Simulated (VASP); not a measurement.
# EuS (Fm-3m) in VASP: a series of runs

Aim: see how the results for EuS move with the level of theory and the settings. Levels: PBE0, HF, LDA. Tasks: single point.

All numbers are computed with VASP 6.6.1; they aren't measurements. Logs are shortened: lines on timing, memory, paths and dates and some standing lists are left out, and cuts for length are marked.

### 1 The cell of the first run

Symmetry: Fm-3m, No. 225, cubic system. Conventional cell: a = 5.977 Å, b = 5.977 Å, c = 5.977 Å, α = 90.00°, β = 90.00°, γ = 90.00°. Eu (site symmetry m-3m) has 6 S at 2.99 Å within 3.9 Å. Within 3.9 Å of S (site symmetry m-3m) lie 6 Eu at 2.99 Å.

### 2 Single point, PBE0, collinear spin, ferromagnetic start

POSCAR

```
EuS
1.0
    0.0000000000      2.9886187194      2.9886187194
    2.9886187194      0.0000000000      2.9886187194
    2.9886187194      2.9886187194      0.0000000000
Eu S
1 1
Direct
    0.0000000000      0.0000000000      0.0000000000
    0.5000000000      0.5000000000      0.5000000000
```

INCAR.step1

```
SYSTEM = EuS
PREC = Accurate ; ENCUT = 520
EDIFF = 1E-5 ; ISMEAR = -1
SIGMA = 0.05 ; LREAL = .FALSE.
LASPH = .TRUE. ; NELM = 200
ALGO = Normal ; ISIF = 2
LWAVE = .TRUE. ; ISPIN = 2
MAGMOM = 7 0 ; LORBIT = 11
LMAXMIX = 6 ; GGA = PE
NBANDS = 22 ; GGA_COMPAT = .FALSE.
```

INCAR.step2

```
SYSTEM = EuS
PREC = Accurate ; ENCUT = 520
EDIFF = 1E-6 ; ISMEAR = -1
SIGMA = 0.05 ; LREAL = .FALSE.
LASPH = .TRUE. ; NELM = 200
ALGO = Normal ; ISIF = 2
LWAVE = .FALSE. ; LCHARG = .TRUE.
ISPIN = 2 ; MAGMOM = 7 0
LORBIT = 11 ; LMAXMIX = 6
GGA = PE ; LHFCALC = .TRUE.
AEXX = 0.25 ; PRECFOCK = Normal
LELF = .TRUE. ; LVHAR = .TRUE.
ISTART = 1 ; NBANDS = 22
GGA_COMPAT = .FALSE.
```

KPOINTS

```
Automatic mesh
0
G
  4 4 4
  0 0 0
```

Potentials or basis: VASP PAW PBE potentials, release 64 (Eu, S).

On the command line:

```console
$ cat potpaw_PBE.64/Eu/POTCAR potpaw_PBE.64/S/POTCAR > POTCAR
$ cp INCAR.step1 INCAR
$ mpirun -np 1 vasp_std > vasp.out
$ cp INCAR.step2 INCAR
$ mpirun -np 1 vasp_std > vasp.out
```

OUTCAR:

```text
SYSTEM = EuS
   PREC = Accurate
   ENCUT = 520
   EDIFF = 1E-6
   ISMEAR = -1
   LREAL = .FALSE.
   LASPH = .TRUE.
   NELM = 200
   ISIF = 2
   ISPIN = 2
   LORBIT = 11
   GGA = PE
   LHFCALC = .TRUE.
   AEXX = 0.25
   PRECFOCK = Normal
   ISTART = 1

 ion  position               nearest neighbor table
   1  0.000  0.000  0.000-   2 2.99   2 2.99   2 2.99   2 2.99   2 2.99   2 2.99
   2  0.500  0.500  0.500-   1 2.99   1 2.99   1 2.99   1 2.99   1 2.99   1 2.99

  LATTYP: Found a face centered cubic cell.
 ALAT       =     5.9772374388

  Lattice vectors:

 A1 = (   0.0000000000,   2.9886187194,   2.9886187194)
 A2 = (   2.9886187194,   0.0000000000,   2.9886187194)
 A3 = (   2.9886187194,   2.9886187194,   0.0000000000)

Analysis of symmetry for initial positions (statically):
=====================================================================
 Subroutine PRICEL returns:
 Original cell was already a primitive cell.

 Routine SETGRP: Setting up the symmetry group for a
 face centered cubic supercell.

 Subroutine GETGRP returns: Found 48 space group operations
 (whereof 48 operations were pure point group operations)
 out of a pool of 48 trial point group operations.

The static configuration has the point symmetry O_h .

Analysis of symmetry for dynamics (positions and initial velocities):
=====================================================================
 Subroutine PRICEL returns:
 Original cell was already a primitive cell.

 Routine SETGRP: Setting up the symmetry group for a
 face centered cubic supercell.

 Subroutine GETGRP returns: Found 48 space group operations
 (whereof 48 operations were pure point group operations)
 out of a pool of 48 trial point group operations.

The dynamic configuration has the point symmetry O_h .

Analysis of structural, dynamic, and magnetic symmetry:
=====================================================================
 Subroutine PRICEL returns:
 Original cell was already a primitive cell.

 Routine SETGRP: Setting up the symmetry group for a
 face centered cubic supercell.

 Subroutine GETGRP returns: Found 48 space group operations
 (whereof 48 operations were pure point group operations)
 out of a pool of 48 trial point group operations.

The overall configuration has the point symmetry O_h .
[... 107 lines left out ...]
   GGA     = PE    functional components
   LHFCALC =     T    Hartree Fock is set to
   PRECFOCK=normal    Normal, Fast or Accurate (Low or Medium for compatibility)
   ENCUT4O =  -1.0   cutoff for four orbital integrals eV
   NKREDX  =     1    reduce k-point grid by
   NKREDY  =     1    reduce k-point grid by
   NKREDZ  =     1    reduce k-point grid by
   AEXX    =    0.2500 exact exchange contribution
   HFSCREEN=    0.0000 screening length (either q_TF or 0.3 A-1)
   HFSCREENC=   0.0000 screening length for correlation (either q_TF or 0.3 A-1)
   ENCUTFOCK=  -1.0 apply spherical cutoff to Coloumb kernel
   IVDW    =     0    specifies the selected vdW correction
   LEPSILON=     F    determine dielectric tensor
   LRPA    =     F    only Hartree local field effects (RPA)
 spin polarized calculation
  energy-cutoff  :      520.00
  volume of cell :       53.39
 maximum number of plane-waves:      1459
  NGX = 24; NGY = 24; NGZ = 24

 number of electron      23.0000006 magnetization       6.9994743

 Free energy of the ion-electron system (eV)
  ---------------------------------------------------
  ext. energy  EPLUGINS =         0.00000000
  ---------------------------------------------------
  free energy    TOTEN  =       -34.19305520 eV

  energy without entropy =      -34.19305502  energy(sigma->0) =      -34.19305511

 E-fermi :   3.4978     XC(G=0):  -7.5170

 val. band max:        2.8514864868   @ k =   0.0000   0.0000   0.0000
 cond. band min:       4.1401924166   @ k =   0.5000   0.5000   0.0000
 fundamental gap:      1.2887059298
 Fermi energy:         3.4977772867

 spin component 1

 k-point     1 :       0.0000    0.0000    0.0000
  band No.  band energies     occupation
      1     -39.8500      1.00000
      2     -17.5202      1.00000
      3     -17.5202      1.00000
      4     -17.5202      1.00000
      5     -11.4035      1.00000
      6       0.2876      1.00000
[... 189 lines left out ...]
     21      12.7689      0.00000
     22      13.4049      0.00000
 Fermi energy:         3.4977772867

 spin component 2

 k-point     1 :       0.0000    0.0000    0.0000
  band No.  band energies     occupation
      1     -36.4959      1.00000
      2     -15.0226      1.00000
      3     -15.0226      1.00000
      4     -15.0226      1.00000
      5     -11.4302      1.00000
      6       0.5818      1.00000
[... 189 lines left out ...]
     21      13.9441      0.00000
     22      14.1867      0.00000

------------------------ aborting loop because EDIFF is reached ----------------------------------------

  FORCE on cell =-STRESS in cart. coord.  units (eV):
  Direction    XX          YY          ZZ          XY          YZ          ZX
  --------------------------------------------------------------------------------------
  -------------------------------------------------------------------------------------
  Total       -0.2174181     -0.2174181     -0.2174181     -0.0000000      0.0000000      0.0000000
  in kB       -6.5247619     -6.5247619     -6.5247619     -0.0000000      0.0000000      0.0000000
  external PRESSURE =      -6.5247619 kB  Pullay stress =       0.0000000 kB

 VOLUME and BASIS-vectors are now :
 -----------------------------------------------------------------------------
  energy-cutoff  :      520.00
  volume of cell :       53.39
      direct lattice vectors                 reciprocal lattice vectors
     0.000000000  2.988618719  2.988618719    -0.167301368  0.167301368  0.167301368
     2.988618719  0.000000000  2.988618719     0.167301368 -0.167301368  0.167301368
     2.988618719  2.988618719  0.000000000     0.167301368  0.167301368 -0.167301368

 POSITION                                       TOTAL-FORCE (eV/Angst)
 -----------------------------------------------------------------------------------
      0.00000      0.00000      0.00000        -0.000000     -0.000000     -0.000000
      2.98862      2.98862      2.98862         0.000000      0.000000      0.000000
 -----------------------------------------------------------------------------------
    total drift:                               -0.000003     -0.000007     -0.000005

  FREE ENERGIE OF THE ION-ELECTRON SYSTEM (eV)
  ---------------------------------------------------
  free  energy   TOTEN  =       -34.1930551969 eV

  energy  without entropy=      -34.1930550235  energy(sigma->0) =      -34.19305511

 total charge

# of ion       s       p       d       f       tot
--------------------------------------------------
    1        2.032   5.821   0.214   6.820  14.887
    2        1.307   2.471   0.000   0.000   3.779
--------------------------------------------------
tot          3.339   8.293   0.214   6.820  18.665

 magnetization (x)

# of ion       s       p       d       f       tot
--------------------------------------------------
    1       -0.014  -0.108   0.038   6.798   6.715
    2       -0.006  -0.050   0.000   0.000  -0.056
--------------------------------------------------
tot         -0.020  -0.157   0.038   6.798   6.658
```

OSZICAR.step1:

```text
N       E                     dE             d eps       ncg     rms          rms(c)
DAV:   1     0.147565736493E+03    0.14757E+03   -0.85934E+03   974   0.446E+03
DAV:   2     0.581402098001E+01   -0.14175E+03   -0.12326E+03   980   0.376E+02
DAV:   3    -0.154346259340E+02   -0.21249E+02   -0.20906E+02  1052   0.111E+02
DAV:   4    -0.174699593212E+02   -0.20353E+01   -0.20199E+01  1356   0.235E+01
DAV:   5    -0.175704724588E+02   -0.10051E+00   -0.10038E+00  1162   0.664E+00    0.303E+01
DAV:   6    -0.208206122704E+02   -0.32501E+01   -0.27209E+00   912   0.210E+01    0.187E+01
DAV:   7    -0.199881521714E+02    0.83246E+00   -0.28726E+00  1086   0.288E+01    0.106E+01
DAV:   8    -0.199287223382E+02    0.59430E-01   -0.18924E+00   900   0.223E+01    0.853E+00
DAV:   9    -0.198935625052E+02    0.35160E-01   -0.19982E-01  1168   0.742E+00    0.321E+00
DAV:  10    -0.198909622319E+02    0.26003E-02   -0.57610E-02  1136   0.355E+00    0.298E+00
DAV:  11    -0.198914156981E+02   -0.45347E-03   -0.34945E-03  1152   0.444E-01    0.237E+00
DAV:  12    -0.198902149754E+02    0.12007E-02   -0.76388E-03  1044   0.133E+00    0.114E+00
DAV:  13    -0.198903747456E+02   -0.15977E-03   -0.59431E-04  1180   0.252E-01    0.180E-01
DAV:  14    -0.198903970479E+02   -0.22302E-04   -0.12680E-04  1136   0.103E-01    0.215E-01
DAV:  15    -0.198904052796E+02   -0.82317E-05   -0.45094E-06   696   0.332E-02
   1 F= -.19890405E+02 E0= -.19882918E+02  d E =-.149739E-01  mag=     6.9137
```

Wall time 18 min (1 thread of Intel Xeon Platinum 8488C (Sapphire Rapids), shared host); peak memory 0.23 GiB.

Results:

```
Free energy                                           : -34.1931 eV
Pressure                                              : -0.7 GPa
Band gap on the k mesh                                : 1.29 eV (least direct gap 1.52 eV)
Net moment                                            : 7.00 μB per cell
Site moments                                          : Eu +6.71; S -0.06 μB
Valence electrons inside the program's atomic spheres : Eu 14.89; S 3.78
```

Caveat: the k points lie up to 0.46 Å⁻¹ apart; the PAW data sets were made with another functional, which shifts forces and pressure a little; spin-orbit coupling is left out, which moves the levels of the heavy elements; a cell with one magnetic atom can't hold antiferromagnetic order, which such compounds often take. A k mesh can miss the band edges.

### 3 Single point, HF, collinear spin, ferromagnetic start

This run uses another cell than the first one, of 27.48 Å³/atom.

POSCAR

```
EuS
1.0
    0.0000000000      3.0176952843      3.0176952843
    3.0176952843      0.0000000000      3.0176952843
    3.0176952843      3.0176952843      0.0000000000
Eu S
1 1
Direct
    0.0000000000      0.0000000000      0.0000000000
    0.5000000000      0.5000000000      0.5000000000
```

INCAR.step1

```
SYSTEM = EuS
PREC = Accurate
ENCUT = 520
EDIFF = 1E-5
ISMEAR = -1
SIGMA = 0.05
LREAL = .False.
LASPH = .True.
NELM = 200
ALGO = Normal
ISIF = 2
LWAVE = .True.
ISPIN = 2
MAGMOM = 7 0
LORBIT = 11
LMAXMIX = 6
GGA = PE
NBANDS = 22
GGA_COMPAT = .False.
```

INCAR.step2

```
SYSTEM = EuS
PREC = Accurate
ENCUT = 520
EDIFF = 1E-6
ISMEAR = -1
SIGMA = 0.05
LREAL = .False.
LASPH = .True.
NELM = 200
ALGO = Normal
ISIF = 2
LWAVE = .False.
LCHARG = .True.
ISPIN = 2
MAGMOM = 7 0
LORBIT = 11
LMAXMIX = 6
GGA = PE
LHFCALC = .True.
AEXX = 1.0
ALDAC = 0.0
AGGAC = 0.0
PRECFOCK = Normal
LELF = .True.
LVHAR = .True.
ISTART = 1
NBANDS = 22
GGA_COMPAT = .False.
```

KPOINTS

```
regular mesh
0
Gamma
  4 4 4
  0 0 0
```

Potentials or basis: VASP PAW PBE potentials, release 64 (Eu, S).

On the command line:

```console
$ cat potpaw_PBE.64/Eu/POTCAR potpaw_PBE.64/S/POTCAR > POTCAR
$ cp INCAR.step1 INCAR
$ mpirun -np 1 vasp_std > vasp.out
$ cp INCAR.step2 INCAR
$ mpirun -np 1 vasp_std > vasp.out
```

Run time: 85 min. Hardware: 1 thread of Intel Xeon Platinum 8175M at 2.50GHz (Skylake/Cascade Lake), shared host; peak memory 0.22 GiB.

It converged, with:

```yaml
Free_energy: -76.9292 eV
Pressure: 5.9 GPa
Band_gap_on_the_k_mesh: 7.83 eV (least direct gap 9.45 eV)
Net_moment: 7.00 μB per cell
Site_moments: Eu +6.81; S -0.05 μB
Valence_electrons_inside_the_program's_atomic_spheres: Eu 15.07; S 3.84
```

Levels at points of the mesh, in eV from the valence-band top:
Spin up:
```csv
k point,band 12,band 13,band 14,band 15,band 16,band 17,band 18,band 19
"(0.00, 0.00, 0.00)",-3.49,0.00,0.00,0.00,10.63,11.17,11.17,11.17
"(0.50, 0.00, 0.00)",-3.49,-3.49,-1.88,-1.88,12.43,13.87,14.67,14.67
"(0.50, 0.50, 0.00)",-3.50,-2.33,-0.76,-0.76,8.69,13.50,13.71,15.55
```
Spin down:
```
           k point  band 4  band 5  band 6  band 7  band 8  band 9  band 10  band 11  band 12  band 13
(0.00, 0.00, 0.00)  -17.60  -15.77   -0.56   -0.56   -0.56   10.90    11.86    11.86    11.86    13.13
(0.50, 0.00, 0.00)  -17.61  -13.92   -3.68   -1.91   -1.91    7.83    12.63    14.52    15.75    15.75
(0.50, 0.50, 0.00)  -17.79  -15.33   -2.06   -1.04   -1.04    9.24    13.95    14.82    16.71    17.32
```

Caveat: the k points lie up to 0.45 Å⁻¹ apart; the PAW data sets were made with another functional, which shifts forces and pressure a little; spin-orbit coupling is left out, which moves the levels of the heavy elements; a cell with one magnetic atom can't hold antiferromagnetic order, which such compounds often take. A k mesh can miss the band edges.

[end of part 1 of 2]
